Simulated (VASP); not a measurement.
Li8Nb7SiO23 (a cell with a defect), 39 atoms in the cell. The cell holds a defect, 39 atoms: a = 5.550 Å, b = 11.101 Å, c = 11.101 Å, α = 55.75°, β = 55.75°, γ = 55.75°. 

```yaml
Program: VASP 6.6.1
Task: single point
Functional: PBE
Potentials_or_basis: VASP PAW PBE potentials, release 64 (Li_sv, Nb_sv, O, Si)
Cutoff: 650 eV
k_mesh: 1 × 1 × 1, shifted
Occupations: gaussian, width 0.01 eV
Spin: no spin polarisation
Dipole_correction: no
Charge: 1
Further_INCAR_settings: LREAL = Auto; ALGO = Normal; EDIFF = 1e-06; NBANDS = 154; NELECT = 256.0
```

Potentials or basis: VASP PAW PBE potentials, release 64 (Li_sv, Nb_sv, O, Si).

The run is started by

```sh
$ cat potpaw_PBE.64/Li_sv/POTCAR potpaw_PBE.64/Nb_sv/POTCAR potpaw_PBE.64/O/POTCAR potpaw_PBE.64/Si/POTCAR > POTCAR
$ mpirun -np 1 vasp_std > vasp.out
```

Hardware: 1 thread of Intel Xeon 8259CL, with other jobs on the host.

Problem. Estimate the wall time of this run.

Solution. It took 11 min on 1 thread of Intel Xeon 8259CL (shared host), peak memory 0.9 GiB. Counts: scf iterations 18, k points 1.
